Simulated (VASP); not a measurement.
# Zr3SeS2 (P6/mmm) in VASP: a series of runs

Runs on Zr3SeS2. Level: PBE. Tasks: single point, relaxation of cell and atoms.

Everything below comes from runs of VASP 6.6.1. Logs are shortened: lines on timing, memory, paths and dates and some standing lists are left out, and cuts for length are marked.

## Step 1: The cell of the first run

It takes space group P6/mmm (No. 191, hexagonal). The conventional cell has a = 8.264 Å, b = 8.264 Å, c = 3.201 Å, α = 90.00°, β = 90.00°, γ = 120.00°. Zr (site symmetry mmm) has 2 S at 2.39 Å and 2 Zr at 3.20 Å within 3.3 Å. Se (site symmetry 6/mmm) has 2 Se at 3.20 Å and 6 Zr at 4.13 Å within 4.2 Å. S (site symmetry -6m2) has 3 Zr at 2.39 Å and 2 S at 3.20 Å within 3.3 Å.

The cell was built from a structure type or drawn by symmetry, and may not be a known phase.

## Step 2: Single point, PBE

File INCAR:

```
PREC     = Accurate       # precision mode
ENCUT    = 520            # plane-wave cutoff, eV
EDIFF    = 1E-6           # SCF threshold, eV
ISMEAR   = 0              # smearing method
SIGMA    = 0.1            # smearing width, eV
LREAL    = F              # projectors in reciprocal space
LASPH    = T              # aspherical terms in the spheres
NELM     = 100            # most SCF steps
ALGO     = Normal         # electronic algorithm
ISIF     = 2              # what is computed and relaxed
LWAVE    = F              # write WAVECAR
LCHARG   = F              # write CHGCAR
GGA      = PE             # functional
NBANDS   = 36             # bands
```

File KPOINTS:

```
regular mesh
0
Gamma
  3 3 4
```

File POSCAR:

```
Zr3SeS2
1.0
    8.2642889732      0.0000000041      0.0000000000
   -4.1321444902      7.1570841929      0.0000000000
    0.0000000000      0.0000000000      3.2011908018
Zr Se S
3 1 2
Direct
    0.5000000000      0.0000000000      0.5000000000
    0.0000000000      0.5000000000      0.5000000000
    0.5000000000      0.5000000000      0.5000000000
    0.0000000000      0.0000000000      0.5000000000
    0.3333333333      0.6666666667      0.5000000000
    0.6666666667      0.3333333333      0.5000000000
```

Potentials or basis: VASP PAW PBE potentials, release 64 (Zr_sv, Se, S).

The run is started by

```sh
$ cat potpaw_PBE.64/Zr_sv/POTCAR potpaw_PBE.64/Se/POTCAR potpaw_PBE.64/S/POTCAR > POTCAR
$ mpirun -np 1 vasp_std > vasp.out
```

OUTCAR:

```text
PREC = Accurate
   ENCUT = 520
   EDIFF = 1E-6
   ISMEAR = 0
   LREAL = F
   LASPH = T
   NELM = 100
   ISIF = 2
   GGA = PE

 ion  position               nearest neighbor table
   1  0.500  0.000  0.500-   5 2.39   6 2.39
   2  0.000  0.500  0.500-   5 2.39   6 2.39
   3  0.500  0.500  0.500-   5 2.39   6 2.39
   4  0.000  0.000  0.500-
   5  0.333  0.667  0.500-   1 2.39   2 2.39   3 2.39
   6  0.667  0.333  0.500-   1 2.39   2 2.39   3 2.39

  LATTYP: Found a hexagonal cell.
 ALAT       =     8.2642889732
 C/A-ratio  =     0.3873522347

  Lattice vectors:

 A1 = (   8.2642889732,   0.0000000041,   0.0000000000)
 A2 = (  -4.1321444902,   7.1570841929,   0.0000000000)
 A3 = (   0.0000000000,   0.0000000000,   3.2011908018)

Analysis of symmetry for initial positions (statically):
=====================================================================
 Subroutine PRICEL returns:
 Original cell was already a primitive cell.

 Routine SETGRP: Setting up the symmetry group for a
 hexagonal supercell.

 Subroutine GETGRP returns: Found 24 space group operations
 (whereof 24 operations were pure point group operations)
 out of a pool of 24 trial point group operations.

The static configuration has the point symmetry D_6h.

Analysis of symmetry for dynamics (positions and initial velocities):
=====================================================================
 Subroutine PRICEL returns:
 Original cell was already a primitive cell.

 Routine SETGRP: Setting up the symmetry group for a
 hexagonal supercell.

 Subroutine GETGRP returns: Found 24 space group operations
 (whereof 24 operations were pure point group operations)
 out of a pool of 24 trial point group operations.

The dynamic configuration has the point symmetry D_6h.

 Subroutine INISYM returns: Found 24 space group operations
 (whereof 24 operations are pure point group operations),
 and found     1 'primitive' translations

----------------------------------------------------------------------------------------

                                     Primitive cell

  volume of cell :     189.3447

  direct lattice vectors                    reciprocal lattice vectors
     8.264288973  0.000000004  0.000000000     0.121002545  0.069860852  0.000000000
    -4.132144490  7.157084193  0.000000000    -0.000000000  0.139721704  0.000000000
     0.000000000  0.000000000  3.201190802     0.000000000  0.000000000  0.312383754

  length of vectors
     8.264288973  8.264288973  3.201190802     0.139721704  0.139721704  0.312383754

  position of ions in fractional coordinates (direct lattice)
     0.500000000  0.000000000  0.500000000
     0.000000000  0.500000000  0.500000000
     0.500000000  0.500000000  0.500000000
     0.000000000  0.000000000  0.500000000
     0.333333333  0.666666667  0.500000000
     0.666666667  0.333333333  0.500000000

  ion indices of the primitive-cell ions
   primitive index   ion index
                 1           1
                 2           2
                 3           3
                 4           4
                 5           5
                 6           6

----------------------------------------------------------------------------------------

 KPOINTS: regular mesh

Automatic generation of k-mesh.
 Grid dimensions read from file:
 generate k-points for:    3    3    4

 Generating k-lattice:

  Cartesian coordinates                     Fractional coordinates (reciprocal lattice)
     0.040334182  0.023286951  0.000000000     0.333333333 -0.000000000  0.000000000
    -0.000000000  0.046573901  0.000000000    -0.000000000  0.333333333  0.000000000
     0.000000000  0.000000000  0.078095939     0.000000000  0.000000000  0.250000000

  Length of vectors
     0.046573901  0.046573901  0.078095939

  Shift w.r.t. Gamma in fractional coordinates (k-lattice)
     0.000000000  0.000000000  0.000000000

 Subroutine IBZKPT returns following result:
 ===========================================

 Found      9 irreducible k-points:

 Following reciprocal coordinates:
            Coordinates               Weight
  0.000000  0.000000  0.000000      1.000000
  0.333333  0.000000  0.000000      6.000000
  0.333333  0.333333  0.000000      2.000000
  0.000000  0.000000  0.250000      2.000000
  0.333333  0.000000  0.250000     12.000000
  0.333333  0.333333  0.250000      4.000000
  0.000000  0.000000  0.500000      1.000000
  0.333333  0.000000  0.500000      6.000000
  0.333333  0.333333  0.500000      2.000000
   k-points           NKPTS =      9   k-points in BZ     NKDIM =      9   number of bands    NBANDS=     36
   number of dos      NEDOS =    301   number of ions     NIONS =      6
   total plane-waves  NPLWV =  98304
   dimension x,y,z NGX =    64 NGY =   64 NGZ =   24
   dimension x,y,z NGXF=   128 NGYF=  128 NGZF=   48
   ions per type =               3   1   2
   NGX,Y,Z   is equivalent  to a cutoff of  12.87, 12.87, 12.46 a.u.
   NGXF,Y,Z  is equivalent  to a cutoff of  25.75, 25.75, 24.93 a.u.
 SYSTEM =  unknown system
   PREC   = accura    normal or accurate (medium, high low for compatibility)
   ISTART =      0    job   : 0-new  1-cont  2-samecut
   ICHARG =      2    charge: 1-file 2-atom 10-const
   ISPIN  =      1    spin polarized calculation?
   LNONCOLLINEAR =      F non collinear calculations
   LSORBIT =      F    spin-orbit coupling
   LASPH  =      T    aspherical Exc in radial PAW
   ENCUT  =  520.0 eV  38.22 Ry    6.18 a.u.  15.37 15.37  5.95*2*pi/ulx,y,z
   NELM   =    100;   NELMIN=  2; NELMDL= -5     # of ELM steps
   EDIFF  = 0.1E-05   stopping-criterion for ELM
   LREAL  =      F    real-space projection
   EDIFFG = 0.1E-04   stopping-criterion for IOM
   NSW    =      0    number of steps for IOM
   IBRION =     -1    ionic relax: 0-MD 1-quasi-New 2-CG
   NFREE  =      0    steps in history (QN), initial steepest desc. (CG)
   ISIF   =      2    stress and relaxation
   ISYM   =      2    0-nonsym 1-usesym 2-fastsym
   POTIM  = 0.5000    time-step for ionic-motion
   TEBEG  =    0.0;   TEEND  =   0.0 temperature during run
   PSTRESS=    0.0 pullay stress
   NELECT =      54.0000    total number of electrons
   NUPDOWN=      -1.0000    fix difference up-down
   EMIN   =  10.00;   EMAX   =-10.00  energy-range for DOS
   EFERMI =   0.00;   METHOD = LEGACY
   ISMEAR =     0;   SIGMA  =   0.10  broadening in eV -4-tet -1-fermi 0-gaus
   EFERMI_NEDOS =   21; number of points for ismear=-14 and -15
   IALGO  =     38    algorithm
   IMIX   =      4    mixing-type and parameters
     AMIX     =   0.40;   BMIX     =  1.00
     AMIX_MAG =   1.60;   BMIX_MAG =  1.00
  volume/ion in A,a.u.               =      31.56       212.96
  Fermi-wavevector in a.u.,A,eV,Ry     =   1.077594  2.036357 15.799195  1.161208
  Thomas-Fermi vector in A             =   2.213510
   LORBIT       =      0    0 simple, 1 ext, 2 COOP (PROOUT), +10 PAW based schemes
   GGA     = PE    functional components
   LHFCALC =     F    Hartree Fock is set to
   AEXX    =    0.0000 exact exchange contribution
   IVDW    =     0    specifies the selected vdW correction
   LEPSILON=     F    determine dielectric tensor
   LRPA    =     F    only Hartree local field effects (RPA)
 non-spin polarized calculation
 Gauss-broadening in eV      SIGMA  =   0.10
  energy-cutoff  :      520.00
  volume of cell :      189.34
 maximum number of plane-waves:      5159
 NGX is ok and might be reduce to    64
   NGX = 31   NGY = 31   NGZ = 11

 number of electron      53.9999998 magnetization

 Free energy of the ion-electron system (eV)
  ---------------------------------------------------
  ext. energy  EPLUGINS =         0.00000000
  ---------------------------------------------------
  free energy    TOTEN  =       -35.34521961 eV

  energy without entropy =      -35.28695638  energy(sigma->0) =      -35.31608799

 E-fermi :   3.9043     XC(G=0):  -8.6689

 val. band max:        3.8934419275   @ k =   0.3333   0.3333   0.2500
 cond. band min:       3.9351060218   @ k =   0.0000   0.0000   0.5000
 fundamental gap:      0.0416640943
 Fermi energy:         3.9042741100

 k-point     1 :       0.0000    0.0000    0.0000
  band No.  band energies     occupation
      1     -45.8995      2.00000
      2     -45.8956      2.00000
      3     -45.8956      2.00000
      4     -24.1704      2.00000
      5     -24.1039      2.00000
      6     -24.1039      2.00000
[... 28 lines left out ...]
     35       6.2068      0.00000
     36       6.3518      0.00000

 k-point     2 :       0.3333    0.0000    0.0000
  band No.  band energies     occupation
      1     -45.8986      2.00000
      2     -45.8964      2.00000
      3     -45.8956      2.00000
      4     -24.1422      2.00000
      5     -24.1014      2.00000
      6     -24.0970      2.00000
[... 28 lines left out ...]
     35       6.3034      0.00000
     36       6.3131      0.00000

 k-point     3 :       0.3333    0.3333    0.0000
  band No.  band energies     occupation
      1     -45.8975      2.00000
      2     -45.8975      2.00000
      3     -45.8956      2.00000
      4     -24.1065      2.00000
      5     -24.1065      2.00000
      6     -24.0988      2.00000
[... 28 lines left out ...]
     35       6.3363      0.00000
     36       6.3583      0.00000
[... 157 lines left out ...]
 k-point     8 :       0.3333    0.0000    0.5000
  band No.  band energies     occupation
      1     -45.8543      2.00000
      2     -45.8522      2.00000
      3     -45.8514      2.00000
      4     -24.0812      2.00000
      5     -24.0503      2.00000
      6     -24.0468      2.00000
[... 28 lines left out ...]
     35       5.8019      0.00000
     36       5.9877      0.00000

 k-point     9 :       0.3333    0.3333    0.5000
  band No.  band energies     occupation
      1     -45.8533      2.00000
      2     -45.8533      2.00000
      3     -45.8514      2.00000
      4     -24.0505      2.00000
      5     -24.0505      2.00000
      6     -24.0486      2.00000
[... 28 lines left out ...]
     35       5.7425      0.00000
     36       5.7425      0.00000

------------------------ aborting loop because EDIFF is reached ----------------------------------------

  FORCE on cell =-STRESS in cart. coord.  units (eV):
  Direction    XX          YY          ZZ          XY          YZ          ZX
  --------------------------------------------------------------------------------------
  -------------------------------------------------------------------------------------
  Total       -0.0128084     -0.0128084     -0.4677540      0.0000000      0.0000000      0.0000000
  in kB       -0.1083804     -0.1083804     -3.9579922      0.0000000      0.0000000      0.0000000
  external PRESSURE =      -1.3915843 kB  Pullay stress =       0.0000000 kB

 VOLUME and BASIS-vectors are now :
 -----------------------------------------------------------------------------
  energy-cutoff  :      520.00
  volume of cell :      189.34
      direct lattice vectors                 reciprocal lattice vectors
     8.264288973  0.000000004  0.000000000     0.121002545  0.069860852  0.000000000
    -4.132144490  7.157084193  0.000000000    -0.000000000  0.139721704  0.000000000
     0.000000000  0.000000000  3.201190802     0.000000000  0.000000000  0.312383754

 POSITION                                       TOTAL-FORCE (eV/Angst)
 -----------------------------------------------------------------------------------
      4.13214      0.00000      1.60060        -0.000000     -0.000000      0.000000
     -2.06607      3.57854      1.60060        -0.000000     -0.000000      0.000000
      2.06607      3.57854      1.60060        -0.000000     -0.000000      0.000000
      0.00000      0.00000      1.60060        -0.000000     -0.000000      0.000000
     -0.00000      4.77139      1.60060         0.000000      0.000000      0.000000
      4.13214      2.38569      1.60060        -0.000000     -0.000000      0.000000
 -----------------------------------------------------------------------------------
    total drift:                               -0.000000      0.000000     -0.000000

  FREE ENERGIE OF THE ION-ELECTRON SYSTEM (eV)
  ---------------------------------------------------
  free  energy   TOTEN  =       -35.3452196065 eV

  energy  without entropy=      -35.2869563772  energy(sigma->0) =      -35.31608799
```

It took 100 s on 1 thread of AMD EPYC 7R43 (Zen 3), shared host; peak memory 0.29 GiB.

Results:

```yaml
Free_energy: -35.3452 eV
Pressure: -0.1 GPa
Band_gap_on_the_k_mesh: zero (bands 27 and 28 overlap by 0.63 eV)
```

Stress tensor (GPa, compression positive):
```
-0.01  0.00  0.00
 0.00 -0.01  0.00
 0.00  0.00 -0.40
```

Levels at points of the mesh, in eV from the Fermi level:
```csv
k point,band 25,band 26,band 27,band 28,band 29,band 30
"(0.00, 0.00, 0.00)",-1.69,-0.99,-0.55,-0.55,-0.39,1.35
"(0.00, 0.00, 0.50)",-0.46,-0.46,-0.20,-0.20,0.03,0.06
```

Caveat: the k points lie up to 0.49 Å⁻¹ apart, too coarse for converged energies and pressures of a metal.

(Part 1 of 2 ends here.)
